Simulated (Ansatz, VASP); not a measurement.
# Two plane-wave programs on B3C

```
B C
1.0
    -1.84524    1.84524    1.84524
     1.84524   -1.84524    1.84524
     1.84524    1.84524   -1.84524
B C
3 1
Direct
  0.00000 0.50000 0.50000
  0.50000 0.00000 0.50000
  0.50000 0.50000 0.00000
  0.00000 0.00000 0.00000
```

Alike in both runs: functional PBE; k mesh 6 × 6 × 6; occupations gaussian, width 0.2 eV; no spin polarisation.

Ansatz relaxed the structure, and its values are those at the end. VASP's run is a single point on that final structure, the one shown.

```csv
,VASP,Ansatz
version,VASP 6.6.1,Ansatz 0.2.0
potentials or method,"VASP PAW PBE potentials, release 64 (B, C), cutoff 600 eV","scalar-relativistic, plane waves, PAW"
valence electrons in the cell,13,13
```

```tsv
	VASP	Ansatz	Ansatz less VASP
gap on the k mesh at the Fermi level (eV)	none	none	-
pressure (GPa)	-0.3	-0.3	+0.08
```

A gap of «none» marks a metal or a gap that the smearing closes.

The k mesh is coarse, so the values compare programs but aren't converged.
